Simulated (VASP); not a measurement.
A run of VASP 6.6.1 is set up as follows.

File INCAR:

```
PREC = Accurate ; ENCUT = 520
EDIFF = 1E-7 ; ISMEAR = 0
SIGMA = 0.1 ; LREAL = False
LASPH = True ; NELM = 80
ALGO = Normal ; ISIF = 2
LWAVE = False ; LCHARG = True
GGA = PE ; LELF = True
LVHAR = True ; NBANDS = 38
```

The input KPOINTS:

```
regular mesh
0
Gamma
  8 8 8
```

POSCAR

```
SiNi
1.0
    4.3301100582      0.0000000000      0.0000000000
    0.0000000000      4.3301100582      0.0000000000
    0.0000000000      0.0000000000      4.3301100582
Si Ni
4 4
Direct
    0.8471460058      0.8471460058      0.8471460058
    0.6528539942      0.1528539942      0.3471460058
    0.3471460058      0.6528539942      0.1528539942
    0.1528539942      0.3471460058      0.6528539942
    0.1504412526      0.1504412526      0.1504412526
    0.3495587474      0.8495587474      0.6504412526
    0.6504412526      0.3495587474      0.8495587474
    0.8495587474      0.6504412526      0.3495587474
```

Potentials or basis: VASP PAW PBE potentials, release 64 (Si, Ni).

Run with:

```console
$ cat potpaw_PBE.64/Si/POTCAR potpaw_PBE.64/Ni/POTCAR > POTCAR
$ mpirun -np 1 vasp_std > vasp.out
```

(1) What does it give for the pressure?

(2) What does it give for the band gap on the k mesh?

## Answers

(1) 31.1 GPa.

(2) zero (bands 28 and 29 overlap by 1.39 eV).

Caveat: the cell stands under pressure.
